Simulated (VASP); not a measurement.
Here is a VASP 6.6.1 calculation.

Contents of INCAR:

```
SYSTEM = CuSi24W12
PREC = Accurate
ENCUT = 520
EDIFF = 1E-7
ISMEAR = 1
SIGMA = 0.1
LREAL = Auto
LASPH = .TRUE.
NELM = 100
ALGO = Normal
ISIF = 2
LWAVE = .FALSE.
LCHARG = .TRUE.
GGA = PE
LELF = .TRUE.
LVHAR = .TRUE.
NBANDS = 162
```

The input KPOINTS:

```
Automatic mesh
0
G
  3 3 2
  0 0 0
```

The input POSCAR:

```
CuSi24W12
1.0
   -3.2292007300      3.2292007300      7.8679106500
    3.2292007300     -3.2292007300      7.8679106500
    4.8438010900      4.8438010900    -11.8018659700
Si W Cu
24 12 1
Direct
    0.2231910097      0.1648841667      0.0327413321
    0.3298318373      0.3320539042     -0.0015883187
    0.1619178497      0.1658531888      0.3296477230
    0.3341323840      0.3373999108      0.3382322002
    0.1693762877      0.1623683616      0.6667286579
    0.3291001639      0.3352041511      0.6677648276
    0.1623214768      0.6689886483      0.0002477393
    0.3339142360      0.8256147008     -0.0027380356
    0.1739346877      0.6722784373      0.3402462177
    0.3286397237      0.8269918345      0.3279944759
    0.1753095780      0.6670103526      0.6709692326
    0.3319226081      0.8385924118      0.6679684900
    0.6690940764      0.1660939114     -0.0005858003
    0.8300963884      0.3869896819      0.0387593331
    0.6724427931      0.1657005257      0.3365430309
    0.8352245369      0.3284765405      0.3316928111
    0.6139059581      0.1708322319      0.6294616446
    0.8348188898      0.3318177958      0.6688002748
    0.6657332571      0.6718369347      0.0004704983
    0.8385592909      0.8315372747      0.0014877779
    0.6635099560      0.6667911085      0.3300022999
    0.8350481998      0.8389761068      0.3385545710
    0.6688831000      0.6710955670      0.6698267414
    0.8360454977      0.7777547578      0.6355012196
    0.0068419602     -0.0017758070      0.0054454135
   -0.0005246383      0.0014521666      0.3341133275
    0.0027096776     -0.0059158314      0.6627783512
    0.0016835815      0.5093273104      0.0058029840
    0.0033911047      0.5029763380      0.3395114641
    0.0028423848      0.4943940512      0.6677051638
    0.5065467276     -0.0019160895      0.0005248977
    0.4979372570     -0.0024772837      0.3287048684
    0.4916132570     -0.0007596652      0.6624283162
    0.4937589186      0.5027114435     -0.0000114579
    0.5020173250      0.4989050998      0.3341206565
    0.4982160949      0.5071597941      0.6682404871
   -0.1266406231      0.1275846694     -0.1658853213
```

Potentials or basis: VASP PAW PBE potentials, release 64 (Si, W_sv, Cu).

The run is started by

```bash
$ cat potpaw_PBE.64/Si/POTCAR potpaw_PBE.64/W_sv/POTCAR potpaw_PBE.64/Cu/POTCAR > POTCAR
$ mpirun -np 1 vasp_std > vasp.out
```

Problem. What does it give for the band gap on the k mesh?

Solution. Zero (an odd number of electrons rules out a gap without spin polarisation).

Problem. Predict the largest force.

Solution. 0.015 eV/Å.

Stress tensor (GPa, compression positive):
```
 8.54 -0.21  0.03
-0.21  8.54  0.03
 0.03  0.03  6.21
```

Caveat: spin-orbit coupling is left out, which moves the levels of the heavy elements; an odd number of electrons without spin polarisation forces a metal; a magnetic or distorted state may lie lower.
